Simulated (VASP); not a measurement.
Wanted: the native input for a VASP 6.6.1 run.

```yaml
Task: single point
Functional: PBE
Potentials_or_basis: VASP PAW PBE potentials, release 64 (Al, Cu)
Cutoff: 520 eV
k_mesh: 6 × 6 × 8
Occupations: gaussian, width 0.1 eV
Spin: no spin polarisation
Dipole_correction: no
Further_INCAR_settings: ALGO = Fast; EDIFF = 1e-07; NBANDS = 46
```

The structure of Al2Cu lies in POSCAR:

```
Al2Cu
1.0
    6.0094497952      0.0000000000      0.0000000000
    0.0000000000      6.0094497952      0.0000000000
    0.0000000000      0.0000000000      5.0293719201
Al Cu
8 4
Direct
    0.1604105039      0.3395894961      0.0000000000
    0.1604105039      0.6604105039      0.5000000000
    0.8395894961      0.3395894961      0.5000000000
    0.8395894961      0.6604105039      0.0000000000
    0.6604105039      0.8395894961      0.5000000000
    0.6604105039      0.1604105039      0.0000000000
    0.3395894961      0.8395894961      0.0000000000
    0.3395894961      0.1604105039      0.5000000000
    0.0000000000      0.0000000000      0.7500000000
    0.0000000000      0.0000000000      0.2500000000
    0.5000000000      0.5000000000      0.2500000000
    0.5000000000      0.5000000000      0.7500000000
```

This cell differs from its parent crystal: uniaxial strain along c: +3.0 %, then relaxed in part.

These files were run (other wordings do the same):

INCAR

```
SYSTEM = Al2Cu
PREC = Accurate
ENCUT = 520
EDIFF = 1E-7
ISMEAR = 0
SIGMA = 0.1
LREAL = .FALSE.
LASPH = .TRUE.
NELM = 80
ALGO = Fast
ISIF = 2
LWAVE = .FALSE.
LCHARG = .FALSE.
GGA = PE
NBANDS = 46
```

KPOINTS

```
Automatic mesh
0
G
  6 6 8
  0 0 0
```

Potentials or basis: VASP PAW PBE potentials, release 64 (Al, Cu).

Launch:

```bash
$ cat potpaw_PBE.64/Al/POTCAR potpaw_PBE.64/Cu/POTCAR > POTCAR
$ mpirun -np 1 vasp_std > vasp.out
```

Results of the run:

```yaml
Pressure: -1.2 GPa
Largest_force: 0.003 eV/Å
Band_gap_on_the_k_mesh: zero (band 34 reaches 8.95 eV, above the bottom of band 35 at 6.95 eV)
```

Caveat: the cell differs from its parent crystal (uniaxial strain along c: +3.0 %, then relaxed in part).

Run time: 12 min on 1 thread of Oxide Virtual Turin-like Processor, on a shared host, peak memory 0.45 GiB.
